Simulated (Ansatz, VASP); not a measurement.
# HfN: VASP beside Ansatz

INCAR

```
SYSTEM = HfN
PREC = Accurate
ENCUT = 520
EDIFF = 1E-7
ISMEAR = -1
SIGMA = 0.05
LREAL = .False.
LASPH = .True.
NELM = 60
ALGO = Normal
ISIF = 2
LWAVE = .False.
LCHARG = .False.
GGA = PE
NBANDS = 14
```

The input KPOINTS:

```
regular mesh
0
Gamma
  8 8 8
  0 0 0
```

Contents of POSCAR:

```
HfN
1.0
    0.0000000000      2.4751086887      2.4751086887
    2.4751086887      0.0000000000      2.4751086887
    2.4751086887      2.4751086887      0.0000000000
Hf N
1 1
Direct
    0.0000000000      0.0000000000      0.0000000000
    0.7500000000      0.7500000000      0.7500000000
```

Input for Ansatz:

```yaml
crystal:
  lattice:
    - [0.0, 2.475108688659453, 2.475108688659453]
    - [2.475108688659453, 0.0, 2.475108688659453]
    - [2.475108688659453, 2.475108688659453, 0.0]
  atoms:
    - { symbol: Hf, position: [0.0, 0.0, 0.0] }
    - { symbol: "N", position: [0.75, 0.75, 0.75] }
basis:
  ecutwfc: 510.0
kpoints:
  mp_grid:
    grid: [8, 8, 8]
hamiltonian:
  xc: pbe
scf:
  occupations:
    method: fermi_dirac
    width: 0.05
output:
  stress: true
```

Alike in both runs: task single point; functional PBE; k mesh 8 × 8 × 8; occupations fermi-dirac, width 0.05 eV; no spin polarisation.

```csv
,VASP,Ansatz
version,VASP 6.6.1,Ansatz 0.2.0
potentials or method,"VASP PAW PBE potentials, release 64 (Hf_pv, N), cutoff 520 eV","plane waves, PAW"
valence electrons in the cell,15,31
```

|  | VASP | Ansatz | Ansatz less VASP |
| --- | --- | --- | --- |
| pressure (GPa) | -5.0 | -4.0 | +1.03 |

The functional is the same, so the differences come from potentials, cutoffs and numerics. VASP's potentials hold 15 valence electrons a cell and Ansatz's 31, so a difference there can come from the potentials and not from the codes.

Spin-orbit coupling is off throughout.
